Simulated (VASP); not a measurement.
Set up this calculation in VASP 6.6.1, as the native input.

```
Task                   : single point
Functional             : PBE
Potentials or basis    : VASP PAW PBE potentials, release 64 (V_sv, N)
Cutoff                 : 600 eV
k mesh                 : 6 × 6 × 6
Occupations            : gaussian, width 0.1 eV
Spin                   : collinear spin, ferromagnetic start
Starting moments       : [0.3, 0.0] μB
Dipole correction      : no
Further INCAR settings : ALGO = Normal; EDIFF = 1e-06; NBANDS = 20
```

The structure of VN lies in POSCAR:

```
VN
1.0
    0.0000000000      2.1670682223      2.1670682223
    2.1670682223      0.0000000000      2.1670682223
    2.1670682223      2.1670682223      0.0000000000
V N
1 1
Direct
    0.0000000000      0.0000000000      0.0000000000
    0.5000000000      0.5000000000      0.5000000000
```

One way to write it, as run:

INCAR

```
  PREC = Accurate
  ENCUT = 600
  EDIFF = 1E-6
  ISMEAR = 0
  SIGMA = 0.1
  LREAL = F
  LASPH = T
  NELM = 200
  ALGO = Normal
  ISIF = 2
  LWAVE = F
  LCHARG = T
  ISPIN = 2
  MAGMOM = 0.3 0
  LORBIT = 11
  LMAXMIX = 4
  GGA = PE
  LELF = T
  LVHAR = T
  NBANDS = 20
  GGA_COMPAT = F
```

KPOINTS

```
Automatic mesh
0
Gamma
  6 6 6
```

Potentials or basis: VASP PAW PBE potentials, release 64 (V_sv, N).

Run with:

```sh
$ cat potpaw_PBE.64/V_sv/POTCAR potpaw_PBE.64/N/POTCAR > POTCAR
$ mpirun -np 1 vasp_std > vasp.out
```

Results of the run:

```
Pressure                                              : -32.5 GPa
Net moment                                            : 0.75 μB per cell
Site moments                                          : V +0.74; N -0.03 μB
Valence electrons inside the program's atomic spheres : V 11.38; N 3.65
```

Caveat: the k points lie up to 0.42 Å⁻¹ apart.

Wall time 11 s on 1 thread of Intel(R) Xeon(R) Platinum 8488C (Sapphire Rapids), with other jobs on the host, peak memory 0.15 GiB.
